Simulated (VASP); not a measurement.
Wanted: the native input for a VASP 6.6.1 run.

```yaml
Task: single point
Functional: PBE
Potentials_or_basis: VASP PAW PBE potentials, release 64 (Mg, O)
Cutoff: 520 eV
k_mesh: 9 × 9 × 8
Occupations: gaussian, width 0.05 eV
Spin: no spin polarisation
Dipole_correction: no
Further_INCAR_settings: ALGO = Normal; EDIFF = 1e-07; NBANDS = 11
```

The structure of MgO lies in POSCAR:

```
MgO
1.0
    2.9820912170      0.0000000000      0.0000000000
   -1.4910456085      2.5825667503      0.0000000000
    0.0000000000      0.0000000000      2.5992896000
Mg O
1 1
Direct
    0.0000000000      0.0000000000      0.0000000000
    0.3333333333      0.6666666667      0.5000000000
```

This cell differs from its parent crystal: strain +0.015 along x and y, -0.030 along z.

The input as run:

INCAR

```
SYSTEM = MgO
  PREC = Accurate
  ENCUT = 520
  EDIFF = 1E-7
  ISMEAR = 0
  SIGMA = 0.05
  LREAL = .False.
  LASPH = .True.
  NELM = 80
  ALGO = Normal
  ISIF = 2
  LWAVE = .False.
  LCHARG = .False.
  GGA = PE
  NBANDS = 11
```

KPOINTS

```
Automatic mesh
0
Gamma
  9 9 8
  0 0 0
```

Potentials or basis: VASP PAW PBE potentials, release 64 (Mg, O).

Run with:

```bash
$ cat potpaw_PBE.64/Mg/POTCAR potpaw_PBE.64/O/POTCAR > POTCAR
$ mpirun -np 1 vasp_std > vasp.out
```

Results of the run:

```
Pressure               : 0.7 GPa
Band gap on the k mesh : 2.69 eV, indirect (least direct gap 3.01 eV)
```

Caveat: the cell differs from its parent crystal (strain +0.015 along x and y, -0.030 along z).

Wall time 26 s on 1 thread of AMD EPYC 7R13, with other jobs on the host, peak memory 0.11 GiB.
